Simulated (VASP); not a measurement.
Ti:

```
Ti
1.0
     2.84230    0.00000    0.00000
    -0.94743    2.67974    0.00000
    -0.94743   -1.33987    2.32072
Ti
1
Direct
  0.00000 0.00000 0.00000
```

Base run:

```yaml
Program: VASP 6.6.1
Functional: PBEsol
Potentials_or_basis: VASP PAW PBE potentials, release 64 (Ti_sv)
Cutoff: 520 eV
k_mesh: 10 × 10 × 10
Occupations: methfessel-paxton, width 0.1 eV
Spin: no spin polarisation
```

Its results: band gap on the k mesh zero (band 6 reaches 8.74 eV, above the bottom of band 7 at 7.13 eV); pressure -7.1 GPa.

**Question.** The run is repeated on the same cell with these changes: k mesh from 10 × 10 × 10 to 4 × 4 × 4. What comes out?

**Answer.** Band gap on the k mesh zero (band 6 reaches 8.70 eV, above the bottom of band 7 at 7.14 eV); pressure -5.7 GPa.

Caveats: some runs use coarse meshes; the PAW data sets were made with another functional, which shifts forces and pressure a little.
